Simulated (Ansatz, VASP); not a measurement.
One calculation of K, two programs

```
K
1.0
     0.00000    3.45825    3.45825
     3.45825    0.00000    3.45825
     3.45825    3.45825    0.00000
K
1
Direct
  0.00000 0.00000 0.00000
```

Alike in both runs: task single point; functional PBEsol; k mesh 12 × 12 × 12; occupations gaussian, width 0.1 eV; no spin polarisation.

|  | VASP | Ansatz |
| --- | --- | --- |
| version | VASP 6.6.1 | Ansatz 0.2.0 |
| potentials or method | VASP PAW PBE potentials, release 64 (K_sv), cutoff 520 eV | scalar-relativistic, plane waves, PAW |
| valence electrons in the cell | 9 | 9 |

```csv
,VASP,Ansatz,Ansatz less VASP
gap on the k mesh at the Fermi level (eV),none,none,-
pressure (GPa),-0.4,-0.4,+0.01
```

VASP's potentials were made for PBE, not for PBEsol. A gap of «none» marks a metal or a gap that the smearing closes.
